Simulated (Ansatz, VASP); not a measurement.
**Two plane-wave programs on Ti12S**

```
Ti S
1.0
     5.87633    0.00000    0.00000
     0.00000    4.65047    0.00000
     0.00000    0.00000   21.28422
Ti S
12 1
Direct
  0.00000 0.75000 0.18793
  0.50000 0.75000 0.18793
  0.25000 0.25000 0.22778
  0.75000 0.25000 0.22778
  0.25000 0.75000 0.30748
  0.75000 0.75000 0.30748
  0.00000 0.25000 0.34613
  0.50000 0.25000 0.34613
  0.00000 0.75000 0.42207
  0.50000 0.75000 0.42207
  0.25000 0.25000 0.45969
  0.75000 0.25000 0.45969
  0.37500 0.75000 0.52170
```

Alike in both runs: task single point; functional PBE; k mesh 5 × 6 × 1; occupations gaussian, width 0.1 eV; no spin polarisation.

```csv
,VASP,Ansatz
version,VASP 6.6.1,Ansatz 0.2.0
potentials or method,"VASP PAW PBE potentials, release 64 (Ti_sv, S)","scalar-relativistic, plane waves, PAW"
plane-wave cutoff (eV),400,420
valence electrons in the cell,150,150
```

```tsv
	VASP	Ansatz	Ansatz less VASP
gap on the k mesh at the Fermi level (eV)	none	none	-
rms of the force components (eV/Å)	0.356	0.355	-0.0007
```

Atom by atom the forces differ by 0.004 eV/Å (rms over components). A gap of «none» marks a metal or a gap that the smearing closes. With one functional, cell and mesh, what is left measures potentials, basis and numerics.
